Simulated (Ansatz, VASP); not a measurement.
## GaN: VASP beside Ansatz

Contents of INCAR:

```
SYSTEM = GaN
ALGO = Normal
EDIFF = 1E-6
ENCUT = 520
GGA = PE
ISIF = 2
ISMEAR = -1
LASPH = .TRUE.
LCHARG = .FALSE.
LREAL = .FALSE.
LWAVE = .FALSE.
NBANDS = 16
NELM = 60
PREC = Accurate
SIGMA = 0.08
```

The input KPOINTS:

```
k-points
0
G
  14 14 14
  0 0 0
```

The input POSCAR:

```
GaN
1.0
    2.4586801795      0.0000000000      0.0000000000
    0.0000000000      2.4586801795      0.0000000000
    0.0000000000      0.0000000000      2.4586801795
Ga N
1 1
Direct
    0.0000000000      0.0000000000      0.0000000000
    0.5000000000      0.5000000000      0.5000000000
```

Input for Ansatz:

```yaml
crystal:
  lattice:
    - [2.4586801795, 0.0, 0.0]
    - [0.0, 2.4586801795, 0.0]
    - [0.0, 0.0, 2.4586801795]
  atoms:
    - { symbol: Ga, position: [0.0, 0.0, 0.0] }
    - { symbol: "N", position: [0.5, 0.5, 0.5] }
kpoints:
  mp_grid: { grid: [14, 14, 14] }
scf:
  occupations: { method: fermi_dirac, width: 0.08 }
hamiltonian:
  xc: pbe
  pseudopotentials: { kind: paw }
output:
  forces: true
  stress: true
  eigenvalues: true
  populations: true
```

Change from the starting cell: volume scaled by 0.72, PAW files.

Alike in both runs: task single point; functional PBE; k mesh 14 × 14 × 14; occupations fermi-dirac, width 0.08 eV; no spin polarisation.

|  | VASP | Ansatz |
| --- | --- | --- |
| version | VASP 6.6.1 | Ansatz 0.2.0 |
| potentials or method | VASP PAW PBE potentials, release 64 (Ga_d, N) | PAW with Ansatz's default frozen-core files, scalar-relativistic |
| plane-wave cutoff (eV) | 520 | 420 |
| valence electrons in the cell | 18 | 18 |

```csv
,VASP,Ansatz,Ansatz less VASP
pressure (GPa),104.8,102.9,-1.94
```

Both programs put the cell under a high pressure, so it lies far from rest at this level. With one functional, cell and mesh, what is left measures potentials, basis and numerics.

Noted on VASP's run: the cell as given lies far from equilibrium.
